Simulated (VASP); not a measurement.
# Ta4O (P4/mmm) in VASP: further runs

Ta4O is run at these levels: PBEsol; tasks: single point.

All numbers are computed with VASP 6.6.1; they aren't measurements. Logs are shortened: lines on timing, memory, paths and dates and some standing lists are left out, and cuts for length are marked.

## (1) The cell of the first run

It takes space group P4/mmm (No. 123, tetragonal). The conventional cell has a = 3.259 Å, b = 3.259 Å, c = 7.562 Å, α = 90.00°, β = 90.00°, γ = 90.00°. Ta (site symmetry 4/mmm) has 4 O at 2.30 Å within 3.0 Å. Ta (site symmetry 4mm) has 1 O at 2.14 Å within 2.8 Å. Ta (site symmetry 4/mmm) has 12 Ta at 2.83 to 3.26 Å within 3.7 Å. Within 2.8 Å of O (site symmetry 4/mmm) lie 6 Ta at 2.14 to 2.30 Å.

## (2) Single point, PBEsol (strain +0.015 along x and y, +0.030 along z)

INCAR

```
SYSTEM = Ta4O
PREC = Accurate
ENCUT = 520
EDIFF = 1E-6
ISMEAR = 0
SIGMA = 0.15
LREAL = .False.
LASPH = .True.
NELM = 80
ALGO = Normal
ISIF = 2
LWAVE = .False.
LCHARG = .False.
GGA = PS
NBANDS = 33
```

KPOINTS

```
Automatic mesh
0
Gamma
  14 14 8
  0 0 0
```

POSCAR

```
Ta4O
1.0
    3.2591020920      0.0000000000      0.0000000000
    0.0000000000      3.2591020920      0.0000000000
    0.0000000000      0.0000000000      7.5622429221
Ta O
4 1
Direct
    0.0000000000      0.0000000000      0.5000000000
    0.5000000000      0.5000000000      0.7827831983
    0.5000000000      0.5000000000      0.2172168017
    0.0000000000      0.0000000000      0.0000000000
    0.5000000000      0.5000000000      0.5000000000
```

Potentials or basis: VASP PAW PBE potentials, release 64 (Ta_pv, O).

Launch:

```console
> cat potpaw_PBE.64/Ta_pv/POTCAR potpaw_PBE.64/O/POTCAR > POTCAR
> mpirun -np 1 vasp_std > vasp.out
```

OUTCAR:

```text
SYSTEM = Ta4O
   PREC = Accurate
   ENCUT = 520
   EDIFF = 1E-6
   ISMEAR = 0
   LREAL = .False.
   LASPH = .True.
   NELM = 80
   ISIF = 2
   GGA = PS

 ion  position               nearest neighbor table
   1  0.000  0.000  0.500-   5 2.30   5 2.30   5 2.30   5 2.30   3 3.14   3 3.14   2 3.14   3 3.14
                             2 3.14   2 3.14   3 3.14   2 3.14
   2  0.500  0.500  0.783-   5 2.14   4 2.83   4 2.83   4 2.83   4 2.83   1 3.14   1 3.14   1 3.14
                             1 3.14   3 3.29
   3  0.500  0.500  0.217-   5 2.14   4 2.83   4 2.83   4 2.83   4 2.83   1 3.14   1 3.14   1 3.14
                             1 3.14   2 3.29
   4  0.000  0.000  0.000-   2 2.83   3 2.83   2 2.83   3 2.83   2 2.83   3 2.83   2 2.83   3 2.83

   5  0.500  0.500  0.500-   2 2.14   3 2.14   1 2.30   1 2.30   1 2.30   1 2.30

  LATTYP: Found a simple tetragonal cell.
 ALAT       =     3.2591020920
 C/A-ratio  =     2.3203455150

  Lattice vectors:

 A1 = (   3.2591020920,   0.0000000000,   0.0000000000)
 A2 = (   0.0000000000,   3.2591020920,   0.0000000000)
 A3 = (   0.0000000000,   0.0000000000,   7.5622429221)

Analysis of symmetry for initial positions (statically):
=====================================================================
 Subroutine PRICEL returns:
 Original cell was already a primitive cell.

 Routine SETGRP: Setting up the symmetry group for a
 simple tetragonal supercell.

 Subroutine GETGRP returns: Found 16 space group operations
 (whereof 16 operations were pure point group operations)
 out of a pool of 16 trial point group operations.

The static configuration has the point symmetry D_4h.

Analysis of symmetry for dynamics (positions and initial velocities):
=====================================================================
 Subroutine PRICEL returns:
 Original cell was already a primitive cell.

 Routine SETGRP: Setting up the symmetry group for a
 simple tetragonal supercell.

 Subroutine GETGRP returns: Found 16 space group operations
 (whereof 16 operations were pure point group operations)
 out of a pool of 16 trial point group operations.

The dynamic configuration has the point symmetry D_4h.

 Subroutine INISYM returns: Found 16 space group operations
 (whereof 16 operations are pure point group operations),
 and found     1 'primitive' translations

----------------------------------------------------------------------------------------

                                     Primitive cell

  volume of cell :      80.3242

  direct lattice vectors                    reciprocal lattice vectors
     3.259102092  0.000000000  0.000000000     0.306832978  0.000000000  0.000000000
     0.000000000  3.259102092  0.000000000     0.000000000  0.306832978  0.000000000
     0.000000000  0.000000000  7.562242922     0.000000000  0.000000000  0.132235900

  length of vectors
     3.259102092  3.259102092  7.562242922     0.306832978  0.306832978  0.132235900

  position of ions in fractional coordinates (direct lattice)
     0.000000000  0.000000000  0.500000000
     0.500000000  0.500000000  0.782783198
     0.500000000  0.500000000  0.217216802
     0.000000000  0.000000000  0.000000000
     0.500000000  0.500000000  0.500000000

  ion indices of the primitive-cell ions
   primitive index   ion index
                 1           1
                 2           2
                 3           3
                 4           4
                 5           5

----------------------------------------------------------------------------------------

 KPOINTS: Automatic mesh

Automatic generation of k-mesh.
 Grid dimensions read from file:
 generate k-points for:   14   14    8

 Generating k-lattice:

  Cartesian coordinates                     Fractional coordinates (reciprocal lattice)
     0.021916641  0.000000000  0.000000000     0.071428571  0.000000000  0.000000000
     0.000000000  0.021916641  0.000000000     0.000000000  0.071428571  0.000000000
     0.000000000  0.000000000  0.016529488     0.000000000  0.000000000  0.125000000

  Length of vectors
     0.021916641  0.021916641  0.016529488

  Shift w.r.t. Gamma in fractional coordinates (k-lattice)
     0.000000000  0.000000000  0.000000000

 Subroutine IBZKPT returns following result:
 ===========================================

 Found    180 irreducible k-points:

 Following reciprocal coordinates:
            Coordinates               Weight
  0.000000  0.000000  0.000000      1.000000
  0.071429  0.000000  0.000000      4.000000
  0.142857  0.000000  0.000000      4.000000
  0.214286  0.000000  0.000000      4.000000
  0.285714  0.000000  0.000000      4.000000
  0.357143  0.000000  0.000000      4.000000
[... 16 lines left out ...]
  0.285714  0.214286  0.000000      8.000000
  0.357143  0.214286  0.000000      8.000000
 [... further k-points ...]
   k-points           NKPTS =    180   k-points in BZ     NKDIM =    180   number of bands    NBANDS=     33
   number of dos      NEDOS =    301   number of ions     NIONS =      5
   total plane-waves  NPLWV =  32256
   dimension x,y,z NGX =    24 NGY =   24 NGZ =   56
   dimension x,y,z NGXF=    48 NGYF=   48 NGZF=  112
   ions per type =               4   1
   NGX,Y,Z   is equivalent  to a cutoff of  12.24, 12.24, 12.31 a.u.
   NGXF,Y,Z  is equivalent  to a cutoff of  24.48, 24.48, 24.62 a.u.
 SYSTEM =  Ta4O
   PREC   = accura    normal or accurate (medium, high low for compatibility)
   ISTART =      0    job   : 0-new  1-cont  2-samecut
   ICHARG =      2    charge: 1-file 2-atom 10-const
   ISPIN  =      1    spin polarized calculation?
   LNONCOLLINEAR =      F non collinear calculations
   LSORBIT =      F    spin-orbit coupling
   LASPH  =      T    aspherical Exc in radial PAW
   ENCUT  =  520.0 eV  38.22 Ry    6.18 a.u.   6.06  6.06 14.06*2*pi/ulx,y,z
   NELM   =     80;   NELMIN=  2; NELMDL= -5     # of ELM steps
   EDIFF  = 0.1E-05   stopping-criterion for ELM
   LREAL  =      F    real-space projection
   EDIFFG = 0.1E-04   stopping-criterion for IOM
   NSW    =      0    number of steps for IOM
   IBRION =     -1    ionic relax: 0-MD 1-quasi-New 2-CG
   NFREE  =      0    steps in history (QN), initial steepest desc. (CG)
   ISIF   =      2    stress and relaxation
   ISYM   =      2    0-nonsym 1-usesym 2-fastsym
   POTIM  = 0.5000    time-step for ionic-motion
   TEBEG  =    0.0;   TEEND  =   0.0 temperature during run
   PSTRESS=    0.0 pullay stress
   NELECT =      50.0000    total number of electrons
   NUPDOWN=      -1.0000    fix difference up-down
   EMIN   =  10.00;   EMAX   =-10.00  energy-range for DOS
   EFERMI =   0.00;   METHOD = LEGACY
   ISMEAR =     0;   SIGMA  =   0.15  broadening in eV -4-tet -1-fermi 0-gaus
   EFERMI_NEDOS =   21; number of points for ismear=-14 and -15
   IALGO  =     38    algorithm
   IMIX   =      4    mixing-type and parameters
     AMIX     =   0.40;   BMIX     =  1.00
     AMIX_MAG =   1.60;   BMIX_MAG =  1.00
  volume/ion in A,a.u.               =      16.06       108.41
  Fermi-wavevector in a.u.,A,eV,Ry     =   1.397814  2.641485 26.584197  1.953883
  Thomas-Fermi vector in A             =   2.521033
   LORBIT       =      0    0 simple, 1 ext, 2 COOP (PROOUT), +10 PAW based schemes
   GGA     = PS    functional components
   LHFCALC =     F    Hartree Fock is set to
   AEXX    =    0.0000 exact exchange contribution
   IVDW    =     0    specifies the selected vdW correction
   LEPSILON=     F    determine dielectric tensor
   LRPA    =     F    only Hartree local field effects (RPA)
 non-spin polarized calculation
 Gauss-broadening in eV      SIGMA  =   0.15
  energy-cutoff  :      520.00
  volume of cell :       80.32
 maximum number of plane-waves:      2204
   NGX = 13   NGY = 13   NGZ = 29

 number of electron      50.0000005 magnetization

 Free energy of the ion-electron system (eV)
  ---------------------------------------------------
  ext. energy  EPLUGINS =         0.00000000
  ---------------------------------------------------
  free energy    TOTEN  =       -58.37889590 eV

  energy without entropy =      -58.34812396  energy(sigma->0) =      -58.36350993

 E-fermi :   6.0685     XC(G=0): -12.6192

 val. band max:        6.0681487593   @ k =   0.3571   0.0000   0.3750
 cond. band min:       6.0730272500   @ k =   0.1429   0.0714   0.1250
 fundamental gap:      0.0048784907
 Fermi energy:         6.0684970884

 k-point     1 :       0.0000    0.0000    0.0000
  band No.  band energies     occupation
      1     -29.4936      2.00000
      2     -29.4936      2.00000
      3     -29.1338      2.00000
      4     -28.5344      2.00000
      5     -28.4543      2.00000
      6     -28.2321      2.00000
[... 25 lines left out ...]
     32       7.7326      0.00000
     33       8.2857      0.00000

 k-point     2 :       0.0714    0.0000    0.0000
  band No.  band energies     occupation
      1     -29.5117      2.00000
      2     -29.4915      2.00000
      3     -29.1311      2.00000
      4     -28.5409      2.00000
      5     -28.4573      2.00000
      6     -28.2342      2.00000
[... 25 lines left out ...]
     32       8.1484      0.00000
     33       8.5261      0.00000

 k-point     3 :       0.1429    0.0000    0.0000
  band No.  band energies     occupation
      1     -29.5618      2.00000
      2     -29.4858      2.00000
      3     -29.1240      2.00000
      4     -28.5585      2.00000
      5     -28.4661      2.00000
      6     -28.2426      2.00000
[... 25 lines left out ...]
     32       8.5208      0.00000
     33       9.3308      0.00000

 k-point     4 :       0.2143    0.0000    0.0000
  band No.  band energies     occupation
      1     -29.6322      2.00000
      2     -29.4775      2.00000
      3     -29.1152      2.00000
      4     -28.5823      2.00000
      5     -28.4797      2.00000
      6     -28.2604      2.00000
[... 673 lines left out ...]
     32       8.3663      0.00000
     33       9.8108      0.00000

 k-point    23 :       0.2857    0.2143    0.0000
  band No.  band energies     occupation
      1     -29.6787      2.00000
      2     -29.5841      2.00000
      3     -29.0883      2.00000
      4     -28.5759      2.00000
      5     -28.4464      2.00000
      6     -28.3758      2.00000
[... 25 lines left out ...]
     32       8.7332      0.00000
     33       9.7813      0.00000

 k-point    24 :       0.3571    0.2143    0.0000
  band No.  band energies     occupation
      1     -29.7369      2.00000
      2     -29.5726      2.00000
      3     -29.0812      2.00000
      4     -28.5943      2.00000
      5     -28.4451      2.00000
      6     -28.3978      2.00000
[... 25 lines left out ...]
     32       9.1202      0.00000
     33       9.7379      0.00000

 [... further k-points ...]
[... 5 lines left out ...]
  --------------------------------------------------------------------------------------
  -------------------------------------------------------------------------------------
  Total       -5.4258658     -5.4258658     -7.6704351      0.0000000     -0.0000000      0.0000000
  in kB     -108.2263660   -108.2263660   -152.9973919      0.0000000     -0.0000000      0.0000000
  external PRESSURE =    -123.1500413 kB  Pullay stress =       0.0000000 kB

 VOLUME and BASIS-vectors are now :
 -----------------------------------------------------------------------------
  energy-cutoff  :      520.00
  volume of cell :       80.32
      direct lattice vectors                 reciprocal lattice vectors
     3.259102092  0.000000000  0.000000000     0.306832978  0.000000000  0.000000000
     0.000000000  3.259102092  0.000000000     0.000000000  0.306832978  0.000000000
     0.000000000  0.000000000  7.562242922     0.000000000  0.000000000  0.132235900

 POSITION                                       TOTAL-FORCE (eV/Angst)
 -----------------------------------------------------------------------------------
      0.00000      0.00000      3.78112         0.000000      0.000000      0.000000
      1.62955      1.62955      5.91960        -0.000000     -0.000000     -0.181676
      1.62955      1.62955      1.64265         0.000000     -0.000000      0.181676
      0.00000      0.00000      0.00000         0.000000      0.000000      0.000000
      1.62955      1.62955      3.78112         0.000000      0.000000      0.000000
 -----------------------------------------------------------------------------------
    total drift:                                0.000000     -0.000000      0.000000

  FREE ENERGIE OF THE ION-ELECTRON SYSTEM (eV)
  ---------------------------------------------------
  free  energy   TOTEN  =       -58.3788959018 eV

  energy  without entropy=      -58.3481239565  energy(sigma->0) =      -58.36350993
```

Wall time 6.2 min (1 thread of AMD EPYC 7R43 (Zen 3), shared host); peak memory 0.42 GiB.

Results:

| Item | Value |
| --- | --- |
| Free energy | -58.3789 eV |
| Pressure | -12.3 GPa |
| Largest force | 0.182 eV/Å |
| Band gap on the k mesh | zero (band 25 reaches 6.45 eV, above the bottom of band 26 at 5.49 eV) |

Forces on the atoms (eV/Å):
```
Ta   0.000  0.000  0.000
Ta   0.000  0.000 -0.182
Ta   0.000  0.000  0.182
Ta   0.000  0.000  0.000
O    0.000  0.000  0.000
```

Caveat: the cell differs from its parent crystal (strain +0.015 along x and y, +0.030 along z); the PAW data sets were made with another functional, which shifts forces and pressure a little; spin-orbit coupling is left out, which moves the levels of the heavy elements.

## (3) Single point, PBEsol (strain +0.030 along x and y, +0.015 along z)

INCAR

```
SYSTEM = Ta4O
  PREC = Accurate
  ENCUT = 520
  EDIFF = 1E-7
  ISMEAR = 0
  SIGMA = 0.15
  LREAL = .FALSE.
  LASPH = .TRUE.
  NELM = 80
  ALGO = Normal
  ISIF = 2
  LWAVE = .FALSE.
  LCHARG = .FALSE.
  GGA = PS
  NBANDS = 33
```

KPOINTS

```
regular mesh
0
G
  14 14 8
  0 0 0
```

Changes to POSCAR since step 2:

```diff
@@ -2,5 +2,5 @@
 1.0
-    3.2591020920      0.0000000000      0.0000000000
-    0.0000000000      3.2591020920      0.0000000000
-    0.0000000000      0.0000000000      7.5622429221
+    3.3072661624      0.0000000000      0.0000000000
+    0.0000000000      3.3072661624      0.0000000000
+    0.0000000000      0.0000000000      7.4521131708
 Ta O
```

Potentials or basis: VASP PAW PBE potentials, release 64 (Ta_pv, O).

Launch:

```console
> cat potpaw_PBE.64/Ta_pv/POTCAR potpaw_PBE.64/O/POTCAR > POTCAR
> mpirun -np 1 vasp_std > vasp.out
```

Wall time 12 min (1 thread of AMD EPYC 7R43 (Zen 3), shared host); peak memory 0.44 GiB.

Results (log left out):

```yaml
Free_energy: -58.3042 eV
Pressure: -14.2 GPa
Band_gap_on_the_k_mesh: zero (band 25 reaches 6.37 eV, above the bottom of band 26 at 5.37 eV)
```

Forces on the atoms (eV/Å):
```
Ta   0.000  0.000  0.000
Ta   0.000  0.000 -0.003
Ta   0.000  0.000  0.003
Ta   0.000  0.000  0.000
O    0.000  0.000  0.000
```

Stress tensor (GPa, compression positive):
```
-14.19   0.00   0.00
  0.00 -14.19   0.00
  0.00   0.00 -14.32
```

Levels at points of the mesh, in eV from the Fermi level:
| k point | band 21 | band 22 | band 23 | band 24 | band 25 | band 26 | band 27 | band 28 | band 29 | band 30 |
| --- | --- | --- | --- | --- | --- | --- | --- | --- | --- | --- |
| (0.00, 0.00, 0.00) | -2.44 | -1.41 | -0.42 | -0.42 | -0.37 | 0.42 | 0.98 | 0.98 | 1.31 | 1.52 |
| (0.50, 0.00, 0.00) | -1.42 | -1.03 | -0.88 | -0.64 | 0.24 | 0.86 | 0.86 | 1.24 | 1.67 | 1.95 |
| (0.50, 0.50, 0.00) | -1.92 | -1.44 | -1.44 | -0.66 | -0.66 | 1.40 | 2.30 | 2.63 | 2.63 | 2.98 |
| (0.00, 0.00, 0.50) | -3.31 | -0.51 | -0.51 | -0.44 | -0.04 | 0.68 | 0.68 | 0.69 | 0.98 | 1.84 |
| (0.50, 0.00, 0.50) | -1.66 | -1.13 | -0.96 | -0.66 | -0.43 | 0.95 | 1.26 | 1.58 | 1.82 | 2.25 |
| (0.50, 0.50, 0.50) | -2.63 | -1.58 | -1.58 | -0.06 | -0.06 | 1.39 | 1.87 | 1.87 | 2.74 | 2.98 |

Caveat: the cell differs from its parent crystal (strain +0.030 along x and y, +0.015 along z); the PAW data sets were made with another functional, which shifts forces and pressure a little; spin-orbit coupling is left out, which moves the levels of the heavy elements.

(Part 1 of 2 ends here.)
